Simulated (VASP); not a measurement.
# Al17N18 (a cell with a defect) in VASP: single point with PBE

Aim: the single point of Al17N18 (a cell with a defect) with PBE.

Everything below comes from runs of VASP 6.6.1. Logs are shortened: lines on timing, memory, paths and dates and some standing lists are left out, and cuts for length are marked.

### Step 1. The cell of the first run

The cell holds a defect, 35 atoms: a = 7.387 Å, b = 7.387 Å, c = 7.387 Å, α = 78.93°, β = 78.93°, γ = 78.93°.

### Step 2. Single point, PBE, collinear spin

Contents of INCAR:

```
SYSTEM = Al17N18
PREC = Accurate
ENCUT = 520
EDIFF = 1E-6
ISMEAR = 0
SIGMA = 0.02
LREAL = Auto
LASPH = .True.
NELM = 150
ALGO = Normal
ISIF = 2
LWAVE = .False.
LCHARG = .True.
ISPIN = 2
MAGMOM = 0 0 0 0 0 0 0 0 0 0 0 0 0 0 0 0 0 0.25 0 0 0 0 0 0 0 0 0.25 0 0.25 0 0 0.25 0 0 0
LORBIT = 11
GGA = PE
LELF = .True.
LVHAR = .True.
NBANDS = 98
```

Contents of KPOINTS:

```
Automatic mesh
0
Gamma
  2 2 2
  0.5 0.5 0.5
```

Contents of POSCAR:

```
Al17N18
1.0
   -4.6953054928     -2.7108358902      5.0180193525
    4.6953054928     -2.7108358902      5.0180193525
    0.0000000000      5.4216717804      5.0180193525
Al N
17 18
Direct
    0.6086896139      0.2791585606      0.6140657097
    0.2790188195      0.9474202000      0.2755572715
    0.9472179907      0.2791463863      0.2755315379
    0.2789910881      0.6088870790      0.6141050643
    0.6087053472      0.9474196264      0.9458479851
    0.2769196373      0.2771182996      0.9437715360
    0.9423657285      0.9425102513      0.6092046001
    0.9472088891      0.6088833904      0.9458549279
    0.8896112518      0.5513623431      0.5564585659
    0.8882747078      0.2213079719      0.8879478604
    0.5511385967      0.8898000044      0.5564632042
    0.2210981014      0.2213211938      0.5551398639
    0.5540362896      0.5542441702      0.8898165890
    0.8896193487      0.8897992003      0.2180006236
    0.5540482609      0.2231962812      0.2209007402
    0.2211263891      0.8885181256      0.8879987529
    0.2229389613      0.5542286712      0.2208788276
    0.7522807957      0.7524201595      0.4191116125
    0.7372183233      0.4038327044      0.7388234697
    0.4036177562      0.0722413006      0.4041159023
    0.0719612906      0.4038259510      0.4040722613
    0.4036281789      0.7374545147      0.7388799404
    0.7372539023      0.0722103629      0.0704698605
    0.4041511746      0.4043608837      0.0710094897
    0.0702450405      0.0704361600      0.7370989450
    0.0720047448      0.7374413202      0.0704955509
    0.6900730014      0.3232133458      0.3569159098
    0.6806246524      0.0168479533      0.6835274945
    0.3227611424      0.6901879988      0.3569375308
    0.0167006098      0.0168510969      0.3474787294
    0.3479921459      0.3482258988      0.6831799487
    0.6900332031      0.6902306147     -0.0102836458
    0.3480177044      0.0165558723      0.0148704886
    0.0166933375      0.6807929339      0.6835497424
    0.0163349471      0.3482032154      0.0148438039
```

Potentials or basis: VASP PAW PBE potentials, release 64 (Al, N).

Run with:

```console
> cat potpaw_PBE.64/Al/POTCAR potpaw_PBE.64/N/POTCAR > POTCAR
> mpirun -np 1 vasp_std > vasp.out
```

OUTCAR:

```text
SYSTEM = Al17N18
   PREC = Accurate
   ENCUT = 520
   EDIFF = 1E-6
   ISMEAR = 0
   LREAL = Auto
   LASPH = .True.
   NELM = 150
   ISIF = 2
   ISPIN = 2
   LORBIT = 11
   GGA = PE

 ion  position               nearest neighbor table
   1  0.609  0.279  0.614-  27 1.86  31 1.89  19 1.90  28 1.90  13 3.07   9 3.08  10 3.08   4 3.10
                            12 3.10  11 3.11   6 3.11   5 3.12  15 3.12   7 3.15   3 3.18
   2  0.279  0.947  0.276-  29 1.86  33 1.89  20 1.90  30 1.90  15 3.07  11 3.08  12 3.08   5 3.10
                            16 3.10   6 3.11  14 3.11   3 3.12  17 3.12   7 3.15   4 3.18
   3  0.947  0.279  0.276-  27 1.86  35 1.89  21 1.90  30 1.90  17 3.07   9 3.08  12 3.08   8 3.10
                            10 3.10  14 3.11   6 3.11   2 3.12  15 3.12   7 3.15   1 3.18
   4  0.279  0.609  0.614-  29 1.86  31 1.89  22 1.90  34 1.90  13 3.07  11 3.08  16 3.08   1 3.10
                            12 3.10   6 3.11   9 3.11   8 3.12  17 3.12   7 3.15   2 3.18
   5  0.609  0.947  0.946-  32 1.86  33 1.89  23 1.90  28 1.90  15 3.07  14 3.08  10 3.08   2 3.10
                            16 3.10  11 3.11   6 3.11   1 3.12  13 3.12   7 3.15   8 3.18
   6  0.277  0.277  0.944-  33 1.89  35 1.89  31 1.89  24 1.92  17 3.09  13 3.09  15 3.09  16 3.09
                            12 3.09  10 3.09   4 3.11   3 3.11   1 3.11   8 3.11   2 3.11   5 3.11
   7  0.942  0.943  0.609-  34 1.91  30 1.91  28 1.91  25 1.93   9 3.09  14 3.09  11 3.10  10 3.10
                            12 3.10  16 3.10   4 3.15   8 3.15   2 3.15   5 3.15   3 3.15   1 3.15
   8  0.947  0.609  0.946-  32 1.86  35 1.89  26 1.90  34 1.90  17 3.07  14 3.08  16 3.08   3 3.10
                            10 3.10   9 3.11   6 3.11   4 3.12  13 3.12   7 3.15   5 3.18
   9  0.890  0.551  0.556-  18 1.87  21 1.90  19 1.90  34 1.92   1 3.08   3 3.08   7 3.09   8 3.11
[... 21 lines left out ...]
  22  0.404  0.737  0.739-  11 1.90   4 1.90  16 1.90  13 1.90
  23  0.737  0.072  0.070-  14 1.90   5 1.90  10 1.90  15 1.91
  24  0.404  0.404  0.071-  17 1.89  15 1.89  13 1.89   6 1.92
  25  0.070  0.070  0.737-  10 1.90  12 1.90  16 1.90   7 1.93
  26  0.072  0.737  0.070-  14 1.90   8 1.90  16 1.90  17 1.90
  27  0.690  0.323  0.357-   3 1.86   1 1.86  15 1.88
  28  0.681  0.017  0.684-   1 1.90   5 1.90   7 1.91  11 1.92
  29  0.323  0.690  0.357-   4 1.86   2 1.86  17 1.88
  30  0.017  0.017  0.347-   3 1.90   2 1.90   7 1.91  14 1.93
  31  0.348  0.348  0.683-   4 1.89   1 1.89   6 1.89  12 1.92
  32  0.690  0.690  0.990-   8 1.86   5 1.86  13 1.88
  33  0.348  0.017  0.015-   2 1.89   5 1.89   6 1.89  16 1.92
  34  0.017  0.681  0.684-   4 1.90   8 1.90   7 1.91   9 1.92
  35  0.016  0.348  0.015-   8 1.89   3 1.89   6 1.89  10 1.92

  LATTYP: Found a trigonal (rhomboedric) cell.
 ALAT       =     7.3874923429
 COS(alpha) =     0.1920888226

  Lattice vectors:

 A1 = (  -4.6953054928,  -2.7108358902,   5.0180193525)
 A2 = (   4.6953054928,  -2.7108358902,   5.0180193525)
 A3 = (   0.0000000000,   5.4216717804,   5.0180193525)

Analysis of symmetry for initial positions (statically):
[... 236 lines left out ...]
 cond. band min:       5.9291135316   @ k =   0.2500  -0.2500   0.2500
 fundamental gap:      0.4660886253
 Fermi energy:         5.6127576904

 spin component 1

 k-point     1 :       0.2500    0.2500    0.2500
  band No.  band energies     occupation
      1      -9.4490      1.00000
      2      -8.5040      1.00000
      3      -8.5037      1.00000
      4      -8.4205      1.00000
      5      -8.0619      1.00000
      6      -8.0592      1.00000
[... 329 lines left out ...]
     81      12.0378      0.00000
     82      12.0975      0.00000
 Fermi energy:         5.6127576904

 spin component 2

 k-point     1 :       0.2500    0.2500    0.2500
  band No.  band energies     occupation
      1      -9.3350      1.00000
      2      -8.3891      1.00000
      3      -8.3889      1.00000
      4      -8.2913      1.00000
      5      -7.9923      1.00000
      6      -7.9384      1.00000
[... 329 lines left out ...]
     81      12.0706      0.00000
     82      12.1982      0.00000
 [bands above 82 left out]

------------------------ aborting loop because EDIFF is reached ----------------------------------------

  FORCE on cell =-STRESS in cart. coord.  units (eV):
  Direction    XX          YY          ZZ          XY          YZ          ZX
  --------------------------------------------------------------------------------------
  -------------------------------------------------------------------------------------
  Total        3.9605299      3.9758382      4.0783121      0.0035554      0.0009700     -0.0082973
  in kB       16.5582034     16.6222045     17.0506280      0.0148643      0.0040553     -0.0346895
  external PRESSURE =      16.7436786 kB  Pullay stress =       0.0000000 kB

 VOLUME and BASIS-vectors are now :
 -----------------------------------------------------------------------------
  energy-cutoff  :      520.00
  volume of cell :      383.22
      direct lattice vectors                 reciprocal lattice vectors
    -4.695305493 -2.710835890  5.018019352    -0.106489344 -0.061481651  0.066427271
     4.695305493 -2.710835890  5.018019352     0.106489344 -0.061481651  0.066427271
     0.000000000  5.421671780  5.018019352     0.000000000  0.122963302  0.066427271

 POSITION                                       TOTAL-FORCE (eV/Angst)
 -----------------------------------------------------------------------------------
     -1.54725      0.92245      7.53663        -0.000337     -0.010165      0.006660
      3.13835     -1.83069      7.53705        -0.004145      0.006491      0.001681
     -3.13680     -1.83063      7.53654         0.006356      0.001837      0.008257
      1.54896      0.92258      7.53698         0.003475     -0.006708      0.004944
      1.59037      0.90968     12.55495        -0.007559      0.005618      0.005423
      0.00093      3.61491      7.51604         0.002243     -0.002405      0.000171
[... 27 lines left out ...]
      3.11815      1.81521      6.93007        -0.011203      0.007872     -0.000573
      1.55822     -0.90772      1.90375        -0.010828     -0.003830     -0.000384
 -----------------------------------------------------------------------------------
    total drift:                               -0.002495     -0.008956      0.005501

  FREE ENERGIE OF THE ION-ELECTRON SYSTEM (eV)
  ---------------------------------------------------
  free  energy   TOTEN  =      -255.1581622306 eV

  energy  without entropy=     -255.1581622306  energy(sigma->0) =     -255.15816223

 total charge

# of ion       s       p       d       tot
------------------------------------------
    1        0.370   0.443   0.000   0.813
    2        0.370   0.443   0.000   0.813
    3        0.370   0.443   0.000   0.813
    4        0.371   0.443   0.000   0.813
    5        0.370   0.443   0.000   0.813
    6        0.368   0.437   0.000   0.804
[... 27 lines left out ...]
   34        1.227   2.609   0.000   3.836
   35        1.222   2.634   0.000   3.856
--------------------------------------------------
tot         28.395  54.174   0.000  82.569

 magnetization (x)

# of ion       s       p       d       tot
------------------------------------------
    1       -0.001   0.000   0.000  -0.001
    2       -0.001   0.000   0.000  -0.001
    3       -0.001   0.000   0.000  -0.001
    4       -0.001   0.000   0.000  -0.001
    5       -0.001   0.000   0.000  -0.001
    6       -0.000   0.000   0.000  -0.000
[... 27 lines left out ...]
   34        0.004   0.081   0.000   0.085
   35       -0.000   0.004   0.000   0.004
--------------------------------------------------
tot          0.059   1.939   0.000   1.998
```

OSZICAR:

```text
N       E                     dE             d eps       ncg     rms          rms(c)
DAV:   1     0.595279967234E+03    0.59528E+03   -0.65638E+04  1568   0.130E+03
DAV:   2    -0.229460394638E+03   -0.82474E+03   -0.79531E+03  1978   0.263E+02
DAV:   3    -0.291845626773E+03   -0.62385E+02   -0.61710E+02  1904   0.760E+01
DAV:   4    -0.292889866676E+03   -0.10442E+01   -0.10406E+01  1880   0.106E+01
DAV:   5    -0.292915003868E+03   -0.25137E-01   -0.25114E-01  1944   0.161E+00    0.350E+01
DAV:   6    -0.255072579947E+03    0.37842E+02   -0.15139E+02  1856   0.327E+01    0.126E+01
DAV:   7    -0.255241159932E+03   -0.16858E+00   -0.59060E+00  1808   0.717E+00    0.839E+00
DAV:   8    -0.255157477800E+03    0.83682E-01   -0.11476E+00  1896   0.370E+00    0.240E+00
DAV:   9    -0.255144136277E+03    0.13342E-01   -0.24998E-01  1968   0.203E+00    0.907E-01
DAV:  10    -0.255155241385E+03   -0.11105E-01   -0.10363E-01  1856   0.883E-01    0.620E-01
DAV:  11    -0.255155766531E+03   -0.52515E-03   -0.14890E-02  2112   0.444E-01    0.358E-01
DAV:  12    -0.255157722910E+03   -0.19564E-02   -0.50116E-03  1808   0.212E-01    0.217E-01
DAV:  13    -0.255158036580E+03   -0.31367E-03   -0.27087E-03  2120   0.171E-01    0.648E-02
DAV:  14    -0.255158137027E+03   -0.10045E-03   -0.42693E-04  1760   0.733E-02    0.322E-02
DAV:  15    -0.255158152460E+03   -0.15433E-04   -0.11294E-04  1960   0.291E-02    0.161E-02
DAV:  16    -0.255158159606E+03   -0.71466E-05   -0.13973E-05  1808   0.141E-02    0.774E-03
DAV:  17    -0.255158161680E+03   -0.20737E-05   -0.47576E-06  1664   0.648E-03    0.425E-03
DAV:  18    -0.255158162231E+03   -0.55058E-06   -0.76135E-07  1160   0.344E-03
   1 F= -.25515816E+03 E0= -.25515816E+03  d E =-.179066E-26  mag=     3.0001
```

stdout:

```text
POSCAR found type information on POSCAR AlN
 POSCAR found :  2 types and      35 ions
 scaLAPACK will be used
 LDA part: xc-table for (Slater+PW92), standard interpolation
 POSCAR, INCAR and KPOINTS ok, starting setup
 FFT: planning ... GRIDC
 FFT: planning ... GRID_SOFT
 FFT: planning ... GRID
 WAVECAR not read
 entering main loop
```

Run time: 10 min. Hardware: 1 thread of Oxide Virtual Turin-like, shared host; peak memory 0.61 GiB.

Results:

| Property | Result |
| --- | --- |
| Free energy | -255.1582 eV |
| Pressure | 1.7 GPa |
| Largest force | 0.026 eV/Å |
| Band gap on the k mesh | 0.47 eV |
| Net moment | 3.00 μB per cell |
| Site moments | Al -0.00, -0.01 (each value once); N +0.41, +0.01, +0.00, +0.42, +0.09 (each value once) μB |
| Valence electrons inside the program's atomic spheres | Al 0.81, 0.80, 0.78 (each value once); N 3.74, 3.85, 3.75, 3.84, 3.86 (each value once) |

Forces in eV/Å, atoms in the order of the input:
```
Al   0.000 -0.010  0.007
Al  -0.004  0.006  0.002
Al   0.006  0.002  0.008
Al   0.003 -0.007  0.005
Al  -0.008  0.006  0.005
Al   0.002 -0.002  0.000
Al   0.001  0.003 -0.012
Al   0.007  0.005  0.008
Al  -0.009  0.001 -0.010
Al   0.011  0.001 -0.003
Al   0.001 -0.003 -0.006
Al   0.005 -0.010  0.000
Al  -0.003  0.007  0.004
Al   0.000 -0.004 -0.006
Al   0.003 -0.001  0.016
Al  -0.009  0.005 -0.008
Al  -0.004  0.002  0.007
N    0.009 -0.002  0.012
N   -0.008  0.008  0.001
N    0.001  0.001 -0.005
N   -0.011  0.004  0.000
N    0.008  0.004 -0.005
N    0.002 -0.003 -0.001
N   -0.001  0.000 -0.003
N    0.000  0.000  0.013
N    0.000 -0.011 -0.005
N   -0.010  0.007 -0.023
N    0.015  0.007  0.001
N    0.012 -0.003  0.002
N    0.001 -0.016 -0.001
N   -0.004  0.013  0.000
N    0.001 -0.010 -0.004
N    0.007 -0.004  0.001
N   -0.011  0.008 -0.001
N   -0.011 -0.004  0.000
```

Caveat: semilocal functionals underestimate gaps, and a narrow one can read as zero.
